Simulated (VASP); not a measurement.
# Sc (I4/mmm) in VASP: further runs

Runs on Sc. Level: r2SCAN. Tasks: single point.

All numbers are computed with VASP 6.6.1; they aren't measurements. Logs are shortened: lines on timing, memory, paths and dates and some standing lists are left out, and cuts for length are marked.

## Step 1: The cell of the first run

The structure is tetragonal, space group I4/mmm (No. 139). Conventional cell: a = 3.488 Å, b = 3.488 Å, c = 3.848 Å, α = 90.00°, β = 90.00°, γ = 90.00°. Sc (site symmetry 4/mmm) has 14 Sc at 3.13 to 3.85 Å within 4.1 Å.

## Step 2: Single point, r2SCAN

The input, POSCAR:

```
Sc
1.0
    0.0000000000      2.4665502751      1.9239092146
    2.4665502751      0.0000000000      1.9239092146
    2.4665502751      2.4665502751      0.0000000000
Sc
1
Direct
    0.0000000000      0.0000000000      0.0000000000
```

The input, INCAR.step1:

```
SYSTEM = Sc
  ALGO = Normal
  EDIFF = 1E-4
  ENCUT = 520
  GGA = PE
  ISMEAR = 0
  LASPH = .TRUE.
  LCHARG = .FALSE.
  LREAL = .FALSE.
  LWAVE = .TRUE.
  NBANDS = 12
  NELM = 60
  PREC = Accurate
  SIGMA = 0.15
```

The input, INCAR.step2:

```
SYSTEM = Sc
  ALGO = Normal
  EDIFF = 1E-6
  ENCUT = 520
  ISIF = 2
  ISMEAR = 0
  ISTART = 1
  LASPH = .TRUE.
  LCHARG = .TRUE.
  LELF = .TRUE.
  LMIXTAU = .TRUE.
  LREAL = .FALSE.
  LVHAR = .TRUE.
  LWAVE = .FALSE.
  METAGGA = R2SCAN
  NBANDS = 12
  NELM = 60
  PREC = Accurate
  SIGMA = 0.15
```

The input, KPOINTS:

```
k-points
0
G
  20 20 20
  0 0 0
```

Potentials or basis: VASP PAW PBE potentials, release 64 (Sc_sv).

On the command line:

```bash
$ cat potpaw_PBE.64/Sc_sv/POTCAR > POTCAR
$ cp INCAR.step1 INCAR
$ mpirun -np 1 vasp_std > vasp.out
$ cp INCAR.step2 INCAR
$ mpirun -np 1 vasp_std > vasp.out
```

OUTCAR:

```text
SYSTEM = Sc
   EDIFF = 1E-6
   ENCUT = 520
   ISIF = 2
   ISMEAR = 0
   ISTART = 1
   LASPH = .TRUE.
   LREAL = .FALSE.
   METAGGA = R2SCAN
   NELM = 60
   PREC = Accurate

 ion  position               nearest neighbor table
   1  0.000  0.000  0.000-

  LATTYP: Found a body centered tetragonal cell.
 ALAT       =     3.4882288513
 C/A-ratio  =     1.1030865787

  Lattice vectors:

 A1 = (   0.0000000000,  -2.4665502751,  -1.9239092146)
 A2 = (   0.0000000000,   2.4665502751,  -1.9239092146)
 A3 = (   2.4665502751,   0.0000000000,   1.9239092146)

Analysis of symmetry for initial positions (statically):
=====================================================================
 Subroutine PRICEL returns:
 Original cell was already a primitive cell.

 Routine SETGRP: Setting up the symmetry group for a
 body centered tetragonal supercell.

 Subroutine GETGRP returns: Found 16 space group operations
 (whereof 16 operations were pure point group operations)
 out of a pool of 16 trial point group operations.

The static configuration has the point symmetry D_4h.

Analysis of symmetry for dynamics (positions and initial velocities):
=====================================================================
 Subroutine PRICEL returns:
 Original cell was already a primitive cell.

 Routine SETGRP: Setting up the symmetry group for a
 body centered tetragonal supercell.

 Subroutine GETGRP returns: Found 16 space group operations
 (whereof 16 operations were pure point group operations)
 out of a pool of 16 trial point group operations.

The dynamic configuration has the point symmetry D_4h.

 Subroutine INISYM returns: Found 16 space group operations
 (whereof 16 operations are pure point group operations),
 and found     1 'primitive' translations

----------------------------------------------------------------------------------------

                                     Primitive cell

  volume of cell :      23.4096

  direct lattice vectors                    reciprocal lattice vectors
     0.000000000  2.466550275  1.923909215    -0.202712268  0.202712268  0.259887523
     2.466550275  0.000000000  1.923909215     0.202712268 -0.202712268  0.259887523
     2.466550275  2.466550275  0.000000000     0.202712268  0.202712268 -0.259887523

  length of vectors
     3.128145925  3.128145925  3.488228851     0.386944507  0.386944507  0.386944507

  position of ions in fractional coordinates (direct lattice)
     0.000000000  0.000000000  0.000000000

  ion indices of the primitive-cell ions
   primitive index   ion index
                 1           1

----------------------------------------------------------------------------------------

 KPOINTS: k-points

Automatic generation of k-mesh.
 Grid dimensions read from file:
 generate k-points for:   20   20   20

 Generating k-lattice:

  Cartesian coordinates                     Fractional coordinates (reciprocal lattice)
    -0.010135613  0.010135613  0.012994376     0.050000000  0.000000000  0.000000000
     0.010135613 -0.010135613  0.012994376     0.000000000  0.050000000  0.000000000
     0.010135613  0.010135613 -0.012994376    -0.000000000 -0.000000000  0.050000000

  Length of vectors
     0.019347225  0.019347225  0.019347225

  Shift w.r.t. Gamma in fractional coordinates (k-lattice)
     0.000000000  0.000000000  0.000000000

 Subroutine IBZKPT returns following result:
 ===========================================

 Found    641 irreducible k-points:

 Following reciprocal coordinates:
            Coordinates               Weight
  0.000000  0.000000  0.000000      1.000000
  0.050000 -0.000000  0.000000      8.000000
  0.100000  0.000000  0.000000      8.000000
  0.150000  0.000000  0.000000      8.000000
  0.200000  0.000000  0.000000      8.000000
  0.250000 -0.000000  0.000000      8.000000
[... 16 lines left out ...]
 -0.400000  0.050000  0.000000      8.000000
 -0.350000  0.050000  0.000000      8.000000
 [... further k-points ...]
   k-points           NKPTS =    641   k-points in BZ     NKDIM =    641   number of bands    NBANDS=     12
   number of dos      NEDOS =    301   number of ions     NIONS =      1
   total plane-waves  NPLWV =  16128
   dimension x,y,z NGX =    24 NGY =   24 NGZ =   28
   dimension x,y,z NGXF=    48 NGYF=   48 NGZF=   56
   ions per type =               1
   NGX,Y,Z   is equivalent  to a cutoff of  12.75, 12.75, 13.34 a.u.
   NGXF,Y,Z  is equivalent  to a cutoff of  25.51, 25.51, 26.69 a.u.
 SYSTEM =  Sc
   PREC   = accura    normal or accurate (medium, high low for compatibility)
   ISTART =      1    job   : 0-new  1-cont  2-samecut
   ICHARG =      0    charge: 1-file 2-atom 10-const
   ISPIN  =      1    spin polarized calculation?
   LNONCOLLINEAR =      F non collinear calculations
   LSORBIT =      F    spin-orbit coupling
   LASPH  =      T    aspherical Exc in radial PAW
   ENCUT  =  520.0 eV  38.22 Ry    6.18 a.u.   5.82  5.82  6.49*2*pi/ulx,y,z
   NELM   =     60;   NELMIN=  2; NELMDL=  0     # of ELM steps
   EDIFF  = 0.1E-05   stopping-criterion for ELM
   LREAL  =      F    real-space projection
   EDIFFG = 0.1E-04   stopping-criterion for IOM
   NSW    =      0    number of steps for IOM
   IBRION =     -1    ionic relax: 0-MD 1-quasi-New 2-CG
   NFREE  =      0    steps in history (QN), initial steepest desc. (CG)
   ISIF   =      2    stress and relaxation
   ISYM   =      2    0-nonsym 1-usesym 2-fastsym
   POTIM  = 0.5000    time-step for ionic-motion
   TEBEG  =    0.0;   TEEND  =   0.0 temperature during run
   PSTRESS=    0.0 pullay stress
   NELECT =      11.0000    total number of electrons
   NUPDOWN=      -1.0000    fix difference up-down
   EMIN   =  10.00;   EMAX   =-10.00  energy-range for DOS
   EFERMI =   0.00;   METHOD = LEGACY
   ISMEAR =     0;   SIGMA  =   0.15  broadening in eV -4-tet -1-fermi 0-gaus
   EFERMI_NEDOS =   21; number of points for ismear=-14 and -15
   IALGO  =     38    algorithm
   IMIX   =      4    mixing-type and parameters
     AMIX     =   0.40;   BMIX     =  1.00
     AMIX_MAG =   1.60;   BMIX_MAG =  1.00
  volume/ion in A,a.u.               =      23.41       157.98
  Fermi-wavevector in a.u.,A,eV,Ry     =   1.272744  2.405136 22.039751  1.619876
  Thomas-Fermi vector in A             =   2.405605
   LORBIT       =      0    0 simple, 1 ext, 2 COOP (PROOUT), +10 PAW based schemes
   METAGGA = R2SCAN    functional components
   LHFCALC =     F    Hartree Fock is set to
   AEXX    =    0.0000 exact exchange contribution
   IVDW    =     0    specifies the selected vdW correction
   LEPSILON=     F    determine dielectric tensor
   LRPA    =     F    only Hartree local field effects (RPA)
 non-spin polarized calculation
 Gauss-broadening in eV      SIGMA  =   0.15
  energy-cutoff  :      520.00
  volume of cell :       23.41
 maximum number of plane-waves:       656
   NGX = 11   NGY = 11   NGZ = 13

 number of electron      11.0000001 magnetization

 Free energy of the ion-electron system (eV)
  ---------------------------------------------------
  ext. energy  EPLUGINS =         0.00000000
  ---------------------------------------------------
  free energy    TOTEN  =       -11.26556284 eV

  energy without entropy =      -11.24043331  energy(sigma->0) =      -11.25299807

 E-fermi :   4.1569     XC(G=0): -10.8215

 val. band max:        4.1566364244   @ k =   0.5000   0.1000   0.4000
 cond. band min:       4.1615104914   @ k =   0.5000   0.1000   0.3500
 fundamental gap:      0.0048740670
 Fermi energy:         4.1569021003

 k-point     1 :       0.0000    0.0000    0.0000
  band No.  band energies     occupation
      1     -47.3963      2.00000
      2     -24.8075      2.00000
      3     -24.7883      2.00000
      4     -24.7882      2.00000
      5      -1.5442      2.00000
      6       5.8016      0.00000
      7       5.8016      0.00000
      8       6.4165      0.00000
      9       6.9961      0.00000
     10       7.6974      0.00000
     11      18.2680      0.00000
     12      19.7031      0.00000

 k-point     2 :       0.0500   -0.0000    0.0000
  band No.  band energies     occupation
      1     -47.3943      2.00000
      2     -24.8151      2.00000
      3     -24.7931      2.00000
      4     -24.7915      2.00000
      5      -1.4724      2.00000
      6       5.7880      0.00000
      7       5.8155      0.00000
      8       6.4190      0.00000
      9       6.9684      0.00000
     10       7.6769      0.00000
     11      18.2861      0.00000
     12      19.5686      0.00000

 k-point     3 :       0.1000    0.0000    0.0000
  band No.  band energies     occupation
      1     -47.3887      2.00000
      2     -24.8472      2.00000
      3     -24.8011      2.00000
      4     -24.7969      2.00000
      5      -1.2600      2.00000
      6       5.7300      0.00000
      7       5.8229      0.00000
      8       6.4639      0.00000
      9       6.9057      0.00000
     10       7.6283      0.00000
     11      18.2532      0.00000
     12      19.1738      0.00000

 k-point     4 :       0.1500    0.0000    0.0000
  band No.  band energies     occupation
      1     -47.3799      2.00000
      2     -24.9016      2.00000
      3     -24.8159      2.00000
      4     -24.7980      2.00000
      5      -0.9169      2.00000
      6       5.5890      0.00000
      7       5.7590      0.00000
      8       6.6237      0.00000
      9       6.8615      0.00000
     10       7.5775      0.00000
     11      17.8360      0.00000
     12      18.7220      0.00000

 k-point     5 :       0.2000    0.0000    0.0000
  band No.  band energies     occupation
      1     -47.3689      2.00000
      2     -24.9703      2.00000
      3     -24.8345      2.00000
      4     -24.7986      2.00000
      5      -0.4599      2.00000
      6       5.3538      0.00000
      7       5.6221      0.00000
      8       6.8741      0.00000
      9       6.9076      0.00000
     10       7.5467      0.00000
     11      16.9056      0.00000
     12      18.3200      0.00000
[... 228 lines left out ...]
      1     -47.3153      2.00000
      2     -25.2806      2.00000
      3     -24.9248      2.00000
      4     -24.8085      2.00000
      5       2.2742      2.00000
      6       4.3422      0.08069
      7       4.9650      0.00000
      8       6.9068      0.00000
      9       7.9474      0.00000
     10       8.8346      0.00000
     11      11.8701      0.00000
     12      15.9865      0.00000

 k-point    22 :      -0.4500    0.0500    0.0000
  band No.  band energies     occupation
      1     -47.3169      2.00000
      2     -25.2710      2.00000
      3     -24.9212      2.00000
      4     -24.8100      2.00000
      5       2.1825      2.00000
      6       4.3462      0.07438
      7       4.9846      0.00000
      8       6.8992      0.00000
      9       7.9625      0.00000
     10       8.7285      0.00000
     11      12.0440      0.00000
     12      16.0624      0.00000

 k-point    23 :      -0.4000    0.0500    0.0000
  band No.  band energies     occupation
      1     -47.3222      2.00000
      2     -25.2395      2.00000
      3     -24.9115      2.00000
      4     -24.8115      2.00000
      5       1.8676      2.00000
      6       4.3960      0.02417
      7       5.0537      0.00000
      8       6.8801      0.00000
      9       7.9319      0.00000
     10       8.4571      0.00000
     11      12.6197      0.00000
     12      16.3133      0.00000

 k-point    24 :      -0.3500    0.0500    0.0000
  band No.  band energies     occupation
      1     -47.3308      2.00000
      2     -25.1890      2.00000
      3     -24.8967      2.00000
      4     -24.8127      2.00000
      5       1.3774      2.00000
      6       4.5389      0.00032
      7       5.1681      0.00000
      8       6.8400      0.00000
      9       7.8707      0.00000
     10       8.0749      0.00000
     11      13.4973      0.00000
     12      16.7231      0.00000

 [... further k-points ...]
[... 5 lines left out ...]
  --------------------------------------------------------------------------------------
  -------------------------------------------------------------------------------------
  Total        0.6410486      0.6410486      0.6603467      0.0000000     -0.0000000      0.0000000
  in kB       43.8739764     43.8739764     45.1947628      0.0000000     -0.0000000      0.0000000
  external PRESSURE =      44.3142385 kB  Pullay stress =       0.0000000 kB

 VOLUME and BASIS-vectors are now :
 -----------------------------------------------------------------------------
  energy-cutoff  :      520.00
  volume of cell :       23.41
      direct lattice vectors                 reciprocal lattice vectors
     0.000000000  2.466550275  1.923909215    -0.202712268  0.202712268  0.259887523
     2.466550275  0.000000000  1.923909215     0.202712268 -0.202712268  0.259887523
     2.466550275  2.466550275  0.000000000     0.202712268  0.202712268 -0.259887523

 POSITION                                       TOTAL-FORCE (eV/Angst)
 -----------------------------------------------------------------------------------
      0.00000      0.00000      0.00000         0.000000     -0.000000      0.000000
 -----------------------------------------------------------------------------------
    total drift:                               -0.000000     -0.000000      0.000000

  FREE ENERGIE OF THE ION-ELECTRON SYSTEM (eV)
  ---------------------------------------------------
  free  energy   TOTEN  =       -11.2655628374 eV

  energy  without entropy=      -11.2404333096  energy(sigma->0) =      -11.25299807
```

It took 6.3 min on 1 thread of Intel Xeon Platinum 8488C (Sapphire Rapids), shared host; peak memory 0.3 GiB.

Results:

* Free energy: -11.2656 eV
* Pressure: 4.4 GPa
* Band gap on the k mesh: zero (an odd number of electrons rules out a gap without spin polarisation)

Levels at points of the mesh, in eV from the Fermi level:
| k point | band 3 | band 4 | band 5 | band 6 | band 7 | band 8 |
| --- | --- | --- | --- | --- | --- | --- |
| (0.00, 0.00, 0.00) | -28.95 | -28.95 | -5.70 | 1.64 | 1.64 | 2.26 |
| (0.50, 0.00, 0.00) | -29.08 | -28.96 | -1.94 | 0.26 | 0.75 | 2.81 |
| (0.50, 0.50, 0.00) | -29.24 | -29.24 | -1.58 | -1.30 | 4.36 | 4.48 |
| (0.50, 0.00, 0.50) | -29.14 | -28.98 | -1.87 | -0.03 | 0.81 | 3.73 |

Caveat: the cell stands under pressure; the PAW data sets were made with another functional, which shifts forces and pressure a little.

(Part 1 of 3 ends here.)
